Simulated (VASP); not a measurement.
Here is a VASP 6.6.1 calculation.

The input POSCAR:

```
Ni
1.0
    0.0000000000      1.7672500000      1.7672500000
    1.7672500000      0.0000000000      1.7672500000
    1.7672500000      1.7672500000      0.0000000000
Ni
1
Direct
    0.0000000000      0.0000000000      0.0000000000
```

Contents of INCAR.step1:

```
PREC = Accurate
ENCUT = 520
ISMEAR = -1
SIGMA = 0.1
LREAL = F
LASPH = T
NELM = 150
ISPIN = 2
MAGMOM = 2
LMAXMIX = 4
NBANDS = 15
GGA = PE
ALGO = Normal
EDIFF = 1E-4
LWAVE = T
LCHARG = F
```

INCAR.step2

```
PREC = Accurate
ENCUT = 520
EDIFF = 1E-6
ISMEAR = -1
SIGMA = 0.1
LREAL = F
LASPH = T
NELM = 150
ALGO = Normal
ISIF = 2
LWAVE = F
LCHARG = F
ISPIN = 2
MAGMOM = 2
LORBIT = 11
LMAXMIX = 4
METAGGA = R2SCAN
LMIXTAU = T
NBANDS = 15
ISTART = 1
```

KPOINTS

```
Automatic mesh
0
Gamma
  14 14 14
```

Potentials or basis: VASP PAW PBE potentials, release 64 (Ni).

The run is started by

```console
$ cat potpaw_PBE.64/Ni/POTCAR > POTCAR
$ cp INCAR.step1 INCAR
$ mpirun -np 1 vasp_std > vasp.out
$ cp INCAR.step2 INCAR
$ mpirun -np 1 vasp_std > vasp.out
```

Q: What does it give for the pressure?

A: -8.6 GPa.

Q: Predict the site moments.

A: Ni +0.77 μB.

Caveat: the PAW data sets were made with another functional, which shifts forces and pressure a little.
